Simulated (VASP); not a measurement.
A run of VASP 6.6.1 is set up as follows.

POSCAR

```
BN
1.0
    2.5539396017      0.0000000000      0.0000000000
   -1.2769698009      2.2117765748      0.0000000000
    0.0000000000      0.0000000000      4.2268550000
B N
2 2
Direct
    0.6666666667      0.3333333333      0.9997240000
    0.3333333333      0.6666666667      0.4997240000
    0.5793227787      0.2693931696      0.5779594964
    0.3333333333      0.6666666667      0.1252760000
```

INCAR.step1

```
SYSTEM = BN
PREC     = Accurate       ! precision mode
ENCUT    = 520            ! plane-wave cutoff, eV
ISMEAR   = 0              ! smearing method
SIGMA    = 0.05           ! smearing width, eV
LREAL    = .False.        ! projectors in reciprocal space
LASPH    = .True.         ! aspherical terms in the spheres
NELM     = 100            ! most SCF steps
NBANDS   = 16             ! bands
GGA      = PE             ! functional
ALGO     = Normal         ! electronic algorithm
EDIFF    = 1E-4           ! SCF threshold, eV
LWAVE    = .True.         ! write WAVECAR
LCHARG   = .False.        ! write CHGCAR
```

INCAR.step2

```
SYSTEM = BN
PREC     = Accurate       ! precision mode
ENCUT    = 520            ! plane-wave cutoff, eV
EDIFF    = 1E-6           ! SCF threshold, eV
ISMEAR   = 0              ! smearing method
SIGMA    = 0.05           ! smearing width, eV
LREAL    = .False.        ! projectors in reciprocal space
LASPH    = .True.         ! aspherical terms in the spheres
NELM     = 100            ! most SCF steps
ALGO     = Normal         ! electronic algorithm
ISIF     = 2              ! what is computed and relaxed
LWAVE    = .False.        ! write WAVECAR
LCHARG   = .True.         ! write CHGCAR
METAGGA  = R2SCAN         ! meta-GGA
LMIXTAU  = .True.       
LELF     = .True.         ! ELF
LVHAR    = .True.       
NBANDS   = 16             ! bands
ISTART   = 1
```

Contents of KPOINTS:

```
regular mesh
0
Gamma
  12 12 6
  0 0 0
```

Potentials or basis: VASP PAW PBE potentials, release 64 (B, N).

Launch:

```console
$ cat potpaw_PBE.64/B/POTCAR potpaw_PBE.64/N/POTCAR > POTCAR
$ cp INCAR.step1 INCAR
$ mpirun -np 1 vasp_std > vasp.out
$ cp INCAR.step2 INCAR
$ mpirun -np 1 vasp_std > vasp.out
```

(1) What does it give for the band gap on the k mesh?

(2) Estimate the pressure.

## Answers

(1) 5.02 eV (least direct gap 7.02 eV).

(2) 10.7 GPa.

Caveat: the cell differs from its parent crystal (atom 3 (N) moved by (-0.200, -0.200) A along [1 1 0] and z); the cell stands under pressure; the PAW data sets were made with another functional, which shifts forces and pressure a little.
